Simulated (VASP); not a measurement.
# CuO (C2/c) in VASP: single point with PBE

Aim: the single point of CuO with PBE.

Everything below comes from runs of VASP 6.6.1. Logs are shortened: lines on timing, memory, paths and dates and some standing lists are left out, and cuts for length are marked.

### 1 The cell of the first run

Symmetry: C2/c, No. 15, monoclinic system. Conventional cell: a = 4.679 Å, b = 3.481 Å, c = 5.118 Å, α = 90.00°, β = 98.60°, γ = 90.00°. Within 2.5 Å of Cu (site symmetry -1) lie 4 O at 1.91 to 1.99 Å. Within 2.5 Å of Cu (site symmetry -1) lie 4 O at 1.91 to 1.99 Å. O (site symmetry 2) has 4 Cu at 1.91 to 1.99 Å within 2.5 Å.

### 2 Single point, PBE, collinear spin, ferromagnetic start

File INCAR:

```
SYSTEM = CuO
PREC = Accurate ; ENCUT = 520
EDIFF = 1E-7 ; ISMEAR = -1
SIGMA = 0.05 ; LREAL = .FALSE.
LASPH = .TRUE. ; NELM = 150
ALGO = Normal ; ISIF = 2
LWAVE = .FALSE. ; LCHARG = .FALSE.
ISPIN = 2 ; MAGMOM = 0.03 0.03 0.03 0.03 0 0 0 0
LORBIT = 11 ; LMAXMIX = 4
GGA = PE ; ISYM = 0
NBANDS = 48
```

File KPOINTS:

```
regular mesh
0
G
  4 7 4
  0 0 0
```

File POSCAR:

```
CuO
1.0
    4.6791000000     -3.4805000000      0.0000000000
    2.3395500000      1.7402500000      0.0000000000
   -0.7652000000      0.0000000000      5.0607800000
Cu O
4 4
Direct
    0.0000000000      0.5000000000      0.0000000000
    0.5000000000      0.5000000000      0.0000000000
    0.2500000000      0.0000000000      0.5000000000
    0.7500000000      0.0000000000      0.5000000000
    0.2738500000      0.4523000000      0.2500000000
    0.7738500000      0.4523000000      0.2500000000
    0.2261500000      0.5477000000      0.7500000000
    0.7261500000      0.5477000000      0.7500000000
```

Potentials or basis: VASP PAW PBE potentials, release 64 (Cu, O).

The run is started by

```
$ cat potpaw_PBE.64/Cu/POTCAR potpaw_PBE.64/O/POTCAR > POTCAR
$ mpirun -np 1 vasp_std > vasp.out
```

OUTCAR:

```text
SYSTEM = CuO
   PREC = Accurate
   ENCUT = 520
   EDIFF = 1E-7
   ISMEAR = -1
   LREAL = .FALSE.
   LASPH = .TRUE.
   NELM = 150
   ISIF = 2
   ISPIN = 2
   LORBIT = 11
   GGA = PE
   ISYM = 0

 ion  position               nearest neighbor table
   1  0.000  0.500  0.000-   5 1.91   8 1.91   7 1.99   6 1.99
   2  0.500  0.500  0.000-   6 1.91   7 1.91   5 1.99   8 1.99
   3  0.250  0.000  0.500-   7 1.91   5 1.91   7 1.99   5 1.99
   4  0.750  0.000  0.500-   8 1.91   6 1.91   8 1.99   6 1.99
   5  0.274  0.452  0.250-   3 1.91   1 1.91   2 1.99   3 1.99
   6  0.774  0.452  0.250-   4 1.91   2 1.91   1 1.99   4 1.99
   7  0.226  0.548  0.750-   3 1.91   2 1.91   1 1.99   3 1.99
   8  0.726  0.548  0.750-   4 1.91   1 1.91   2 1.99   4 1.99

IMPORTANT INFORMATION: All symmetrisations will be switched off!
NOSYMM: (Re-)initialisation of all symmetry stuff for point group C_1.

----------------------------------------------------------------------------------------

                                     Primitive cell

  volume of cell :      82.4179

  direct lattice vectors                    reciprocal lattice vectors
     4.679100000 -3.480500000  0.000000000     0.106858156 -0.143657520  0.016157166
     2.339550000  1.740250000  0.000000000     0.213716313  0.287315041  0.032314332
    -0.765200000  0.000000000  5.060780000     0.000000000  0.000000000  0.197597999

  length of vectors
     5.831625593  2.915812797  5.118302966     0.179769861  0.359539721  0.197597999

  position of ions in fractional coordinates (direct lattice)
     1.000000000  0.500000000  0.000000000
     0.500000000  0.500000000  0.000000000
     0.250000000  1.000000000  0.500000000
     0.750000000  1.000000000  0.500000000
     0.273850000  0.452300000  0.250000000
     0.773850000  0.452300000  0.250000000
     0.226150000  0.547700000  0.750000000
     0.726150000  0.547700000  0.750000000

  ion indices of the primitive-cell ions
   primitive index   ion index
                 1           1
                 2           2
                 3           3
                 4           4
                 5           5
                 6           6
                 7           7
                 8           8

----------------------------------------------------------------------------------------

 KPOINTS: regular mesh

Automatic generation of k-mesh.
 Grid dimensions read from file:
 generate k-points for:    4    7    4

 Generating k-lattice:

  Cartesian coordinates                     Fractional coordinates (reciprocal lattice)
     0.026714539 -0.035914380  0.004039291     0.250000000 -0.000000000  0.000000000
     0.030530902  0.041045006  0.004616333     0.000000000  0.142857143  0.000000000
     0.000000000  0.000000000  0.049399500     0.000000000  0.000000000  0.250000000

  Length of vectors
     0.044942465  0.051362817  0.049399500

  Shift w.r.t. Gamma in fractional coordinates (k-lattice)
     0.000000000  0.000000000  0.000000000

 Subroutine IBZKPT returns following result:
 ===========================================

 Found     58 irreducible k-points:

 Following reciprocal coordinates:
            Coordinates               Weight
  0.000000  0.000000  0.000000      1.000000
  0.250000  0.000000  0.000000      2.000000
  0.500000  0.000000  0.000000      1.000000
 -0.000000  0.142857  0.000000      2.000000
  0.250000  0.142857 -0.000000      2.000000
  0.500000  0.142857  0.000000      2.000000
[... 16 lines left out ...]
 -0.250000  0.142857  0.250000      2.000000
 -0.000000  0.285714  0.250000      2.000000
 [... further k-points ...]
   k-points           NKPTS =     58   k-points in BZ     NKDIM =     58   number of bands    NBANDS=     48
   number of dos      NEDOS =    301   number of ions     NIONS =      8
   total plane-waves  NPLWV =  46080
   dimension x,y,z NGX =    48 NGY =   24 NGZ =   40
   dimension x,y,z NGXF=    96 NGYF=   48 NGZF=   80
   ions per type =               4   4
   NGX,Y,Z   is equivalent  to a cutoff of  13.68, 13.68, 12.99 a.u.
   NGXF,Y,Z  is equivalent  to a cutoff of  27.37, 27.37, 25.98 a.u.
 SYSTEM =  CuO
   PREC   = accura    normal or accurate (medium, high low for compatibility)
   ISTART =      0    job   : 0-new  1-cont  2-samecut
   ICHARG =      2    charge: 1-file 2-atom 10-const
   ISPIN  =      2    spin polarized calculation?
   LNONCOLLINEAR =      F non collinear calculations
   LSORBIT =      F    spin-orbit coupling
   LASPH  =      T    aspherical Exc in radial PAW
   ENCUT  =  520.0 eV  38.22 Ry    6.18 a.u.  10.84  5.42  9.52*2*pi/ulx,y,z
   NELM   =    150;   NELMIN=  2; NELMDL= -5     # of ELM steps
   EDIFF  = 0.1E-06   stopping-criterion for ELM
   LREAL  =      F    real-space projection
   EDIFFG = 0.1E-05   stopping-criterion for IOM
   NSW    =      0    number of steps for IOM
   IBRION =     -1    ionic relax: 0-MD 1-quasi-New 2-CG
   NFREE  =      0    steps in history (QN), initial steepest desc. (CG)
   ISIF   =      2    stress and relaxation
   ISYM   =      0    0-nonsym 1-usesym 2-fastsym
   POTIM  = 0.5000    time-step for ionic-motion
   TEBEG  =    0.0;   TEEND  =   0.0 temperature during run
   PSTRESS=    0.0 pullay stress
   NELECT =      68.0000    total number of electrons
   NUPDOWN=      -1.0000    fix difference up-down
   EMIN   =  10.00;   EMAX   =-10.00  energy-range for DOS
   EFERMI =   0.00;   METHOD = LEGACY
   ISMEAR =    -1;   SIGMA  =   0.05  broadening in eV -4-tet -1-fermi 0-gaus
   EFERMI_NEDOS =   21; number of points for ismear=-14 and -15
   IALGO  =     38    algorithm
   IMIX   =      4    mixing-type and parameters
     AMIX     =   0.40;   BMIX     =  1.00
     AMIX_MAG =   1.60;   BMIX_MAG =  1.00
  volume/ion in A,a.u.               =      10.30        69.52
  Fermi-wavevector in a.u.,A,eV,Ry     =   1.535456  2.901591 32.077430  2.357625
  Thomas-Fermi vector in A             =   2.642242
   LORBIT       =     11    0 simple, 1 ext, 2 COOP (PROOUT), +10 PAW based schemes
   GGA     = PE    functional components
   LHFCALC =     F    Hartree Fock is set to
   AEXX    =    0.0000 exact exchange contribution
   IVDW    =     0    specifies the selected vdW correction
   LEPSILON=     F    determine dielectric tensor
   LRPA    =     F    only Hartree local field effects (RPA)
 spin polarized calculation
  energy-cutoff  :      520.00
  volume of cell :       82.42
 maximum number of plane-waves:      2248
 NGX is ok and might be reduce to    48
   NGX = 21   NGY = 11   NGZ = 19

 number of electron      68.0000029 magnetization       0.0000585

 number of electron      68.0000029 magnetization      -0.0000168

 Free energy of the ion-electron system (eV)
  ---------------------------------------------------
  ext. energy  EPLUGINS =         0.00000000
  ---------------------------------------------------
  free energy    TOTEN  =       -39.14662105 eV

  energy without entropy =      -39.11507940  energy(sigma->0) =      -39.13085023

 E-fermi :   5.6119     XC(G=0): -11.7930

 val. band max:        5.6091774897   @ k =   0.5000   0.1429   0.0000
 cond. band min:       5.6126692423   @ k =   0.2500   0.2857   0.0000
 fundamental gap:      0.0034917526
 Fermi energy:         5.6118973204

 spin component 1

 k-point     1 :       0.0000    0.0000    0.0000
  band No.  band energies     occupation
      1     -14.4070      1.00000
      2     -13.6773      1.00000
      3     -13.0297      1.00000
      4     -12.8156      1.00000
      5      -2.6627      1.00000
      6      -1.7116      1.00000
[... 38 lines left out ...]
     45      18.5597      0.00000
     46      19.3623      0.00000
[... 1086 lines left out ...]
      6      -1.3384      1.00000
[... 38 lines left out ...]
     45      17.6227      0.00000
     46      18.6458      0.00000

 [... further k-points ...]

 spin component 2

 k-point     1 :       0.0000    0.0000    0.0000
  band No.  band energies     occupation
      1     -14.4070      1.00000
      2     -13.6773      1.00000
      3     -13.0297      1.00000
      4     -12.8156      1.00000
      5      -2.6627      1.00000
      6      -1.7116      1.00000
[... 38 lines left out ...]
     45      18.5597      0.00000
     46      19.3623      0.00000
[... 1086 lines left out ...]
      6      -1.3384      1.00000
[... 38 lines left out ...]
     45      17.6227      0.00000
     46      18.6458      0.00000

 [... further k-points ...]

 [bands above 46 left out]

------------------------ aborting loop because EDIFF is reached ----------------------------------------

  FORCE on cell =-STRESS in cart. coord.  units (eV):
  Direction    XX          YY          ZZ          XY          YZ          ZX
  --------------------------------------------------------------------------------------
  -------------------------------------------------------------------------------------
  Total        2.6820943      4.4091201      4.5577862      0.0083819      0.0025728      1.3125174
  in kB       52.1390604     85.7118940     88.6019153      0.1629416      0.0500149     25.5149204
  external PRESSURE =      75.4842899 kB  Pullay stress =       0.0000000 kB

 VOLUME and BASIS-vectors are now :
 -----------------------------------------------------------------------------
  energy-cutoff  :      520.00
  volume of cell :       82.42
      direct lattice vectors                 reciprocal lattice vectors
     4.679100000 -3.480500000  0.000000000     0.106858156 -0.143657520  0.016157166
     2.339550000  1.740250000  0.000000000     0.213716313  0.287315041  0.032314332
    -0.765200000  0.000000000  5.060780000     0.000000000  0.000000000  0.197597999

 POSITION                                       TOTAL-FORCE (eV/Angst)
 -----------------------------------------------------------------------------------
      1.16978      0.87013      0.00000         0.000022     -0.000024     -0.000007
      3.50933     -0.87013      0.00000        -0.000026      0.000030     -0.000003
      0.78717     -0.87013      2.53039         0.000007     -0.000004      0.000010
      3.12672     -2.61038      2.53039        -0.000006      0.000001     -0.000004
      2.14825     -0.16602      1.26520         0.001765     -0.222283     -0.003110
      4.48780     -1.90627      1.26520         0.001813     -0.222296     -0.003065
      1.76565      0.16602      3.79558        -0.001811      0.222303      0.003110
      4.10520     -1.57423      3.79558        -0.001764      0.222273      0.003067
 -----------------------------------------------------------------------------------
    total drift:                                0.000005      0.000008      0.000001

  FREE ENERGIE OF THE ION-ELECTRON SYSTEM (eV)
  ---------------------------------------------------
  free  energy   TOTEN  =       -39.1466210549 eV

  energy  without entropy=      -39.1150793970  energy(sigma->0) =      -39.13085023

 total charge

# of ion       s       p       d       tot
------------------------------------------
    1        0.392   0.399   9.139   9.930
    2        0.392   0.399   9.139   9.930
    3        0.391   0.399   9.139   9.930
    4        0.391   0.399   9.139   9.930
    5        1.578   3.390   0.000   4.967
    6        1.578   3.390   0.000   4.967
    7        1.578   3.390   0.000   4.967
    8        1.578   3.390   0.000   4.967
--------------------------------------------------
tot          7.877  15.154  36.556  59.587

 magnetization (x)

# of ion       s       p       d       tot
------------------------------------------
    1       -0.000  -0.000   0.000   0.000
    2       -0.000  -0.000   0.000   0.000
    3       -0.000  -0.000  -0.000  -0.000
    4        0.000  -0.000  -0.000  -0.000
    5        0.000  -0.000   0.000  -0.000
    6        0.000   0.000   0.000   0.000
    7       -0.000  -0.000   0.000  -0.000
    8        0.000   0.000   0.000   0.000
--------------------------------------------------
tot          0.000  -0.000   0.000   0.000
```

Run time: 8.8 min. Hardware: 1 thread of Intel Xeon Platinum 8488C (Sapphire Rapids), shared host; peak memory 0.44 GiB.

Results:

```
Free energy                                           : -39.1466 eV
Pressure                                              : 7.5 GPa
Largest force                                         : 0.222 eV/Å
Band gap on the k mesh                                : zero (filled and empty bands overlap)
Net moment                                            : 0.00 μB per cell
Valence electrons inside the program's atomic spheres : Cu 9.93; O 4.97
```

Forces in eV/Å, atoms in the order of the input:
```
Cu   0.000  0.000  0.000
Cu   0.000  0.000  0.000
Cu   0.000  0.000  0.000
Cu   0.000  0.000  0.000
O    0.002 -0.222 -0.003
O    0.002 -0.222 -0.003
O   -0.002  0.222  0.003
O   -0.002  0.222  0.003
```

Stress tensor (GPa, compression positive):
```
5.21 0.02 2.55
0.02 8.57 0.01
2.55 0.01 8.86
```

Caveat: semilocal functionals often make such compounds metallic where correlation or magnetic order opens a gap, which also shifts bond lengths.
